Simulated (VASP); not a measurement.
H17O8F: single point with PBE

The system is H17O8F.

```
O H F
1.0
     6.49507    0.00000    0.00000
     0.00000    6.49507    0.00000
     0.00000    0.00000    6.49507
O H F
8 17 1
Direct
  0.18998 0.76329 0.33441
  0.54948 0.40568 0.33462
  0.30868 0.01028 0.80960
  0.87745 0.61527 0.10550
  0.65819 0.12812 0.60769
  0.53117 0.86798 0.14890
  0.55014 0.46483 0.89017
  0.05854 0.12000 0.22576
  0.33518 0.79533 0.26480
  0.13422 0.90629 0.32797
  0.67967 0.48043 0.29022
  0.49564 0.36254 0.20491
  0.40448 0.02451 0.68805
  0.25776 0.86771 0.77299
  0.87968 0.57253 0.96623
  0.01194 0.65685 0.14602
  0.60977 0.20593 0.48369
  0.78774 0.05717 0.55939
  0.64877 0.76875 0.11672
  0.46186 0.91008 0.01309
  0.45077 0.49438 0.78162
  0.63020 0.34713 0.84336
  0.09615 0.16032 0.08570
  0.08765 0.24808 0.29450
  0.18084 0.68227 0.50441
  0.16422 0.61325 0.65664
```

| Item | Value |
| --- | --- |
| Program | VASP 6.6.1 |
| Task | single point |
| Functional | PBE |
| Potentials or basis | VASP PAW PBE potentials, release 64 (O, H, F) |
| Cutoff | 520 eV |
| k mesh | 1 × 1 × 1 |
| Occupations | fermi-dirac, width 0.02 eV |
| Spin | no spin polarisation |

```json
{"Pressure": "0.0 GPa", "Largest force": "2.085 eV/Å"}
```

Forces on the atoms (eV/Å):
```
O    1.039  0.712 -1.051
O    1.497  0.772  0.571
O   -0.002 -1.690 -1.222
O   -1.491 -0.283  0.899
O    1.366 -0.917 -0.454
O   -0.167 -0.293 -1.015
O    0.001  0.180  0.257
O   -0.024  0.614 -0.437
H    0.024 -0.661  0.361
H   -0.322 -0.010 -0.078
H   -1.118 -0.664  0.318
H   -0.383 -0.196 -1.146
H    0.095  0.569  1.073
H   -0.222  0.758  0.496
H   -0.071 -0.358 -1.417
H    1.438  0.581  0.636
H    0.216  0.383 -0.003
H   -1.476  0.635  0.512
H   -1.012  0.865  0.174
H    0.807 -0.167  0.852
H   -0.102 -0.107 -0.076
H   -0.204 -0.283 -0.501
H   -0.006 -0.661 -0.340
H   -0.054  0.437  0.793
H    0.065 -0.170  0.233
F    0.105 -0.048  0.564
```

Stress tensor (GPa, compression positive):
```
-1.62  0.48  1.51
 0.48  0.28  0.43
 1.51  0.43  1.44
```

Levels at points of the mesh, in eV from the Fermi level:
```
           k point  band 33  band 34  band 35  band 36  band 37  band 38  band 39  band 40
(0.00, 0.00, 0.00)    -0.96    -0.80    -0.66    -0.48     4.03     7.09     7.41     7.80
```

Wall time 16 s on 1 thread of AMD EPYC 9R45 96-Core Processor (Zen 5) (shared host), peak memory 0.27 GiB.

Caveat: the k points lie up to 0.97 Å⁻¹ apart; the atoms stand as in a frame of molecular dynamics.
